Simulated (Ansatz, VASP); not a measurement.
**Two plane-wave programs on CaPb3**

File INCAR:

```
  ALGO = Normal
  EDIFF = 1E-6
  ENCUT = 520
  ISIF = 2
  ISMEAR = 1
  LASPH = T
  LCHARG = T
  LELF = T
  LREAL = F
  LVHAR = T
  LWAVE = F
  NBANDS = 34
  NELM = 100
  PREC = Accurate
  SIGMA = 0.1
```

File KPOINTS:

```
k-points
0
Gamma
  5 5 5
```

The input POSCAR:

```
CaPb3
1.0
    5.0180954131      0.0000000000      0.0000000000
    0.0000000000      5.0180954131      0.0000000000
    0.0000000000      0.0000000000      5.0180954131
Ca Pb
1 3
Direct
    0.0000000000      0.0000000000      0.0000000000
    0.0000000000      0.5000000000      0.5000000000
    0.5000000000      0.0000000000      0.5000000000
    0.5000000000      0.5000000000      0.0000000000
```

Input for Ansatz:

```yaml
crystal:
  lattice:
    - [5.018095413117435, 0.0, 0.0]
    - [0.0, 5.018095413117435, 0.0]
    - [0.0, 0.0, 5.018095413117435]
  atoms:
    - { symbol: Ca, position: [0.0, 0.0, 0.0] }
    - { symbol: Pb, position: [0.0, 0.5, 0.5] }
    - { symbol: Pb, position: [0.5, 0.0, 0.5] }
    - { symbol: Pb, position: [0.5, 0.5, 0.0] }
basis:
  ecutwfc: 462.593566181796
kpoints:
  mp_grid:
    grid: [5, 5, 5]
hamiltonian:
  xc: lda
scf:
  occupations:
    method: cold
    width: 0.1
output:
  stress: true
```

Alike in both runs: task single point; functional LDA; k mesh 5 × 5 × 5; no spin polarisation.

|  | VASP | Ansatz |
| --- | --- | --- |
| version | VASP 6.6.1 | Ansatz 0.2.0 |
| potentials or method | VASP PAW LDA potentials, release 64 (Ca_sv, Pb_d), cutoff 520 eV | plane waves, PAW |
| occupations | methfessel-paxton of order 1, width 0.1 eV | cold, width 0.1 eV |
| valence electrons in the cell | 52 | 52 |

Ansatz gave:

- pressure (GPa): -4.7

Q: Which values does VASP return?

A: Pressure (GPa): -4.6.

LDA's correlation is that of Perdew and Zunger in VASP and of Perdew and Wang (1992) in Ansatz.

Neither program's run includes spin-orbit coupling.
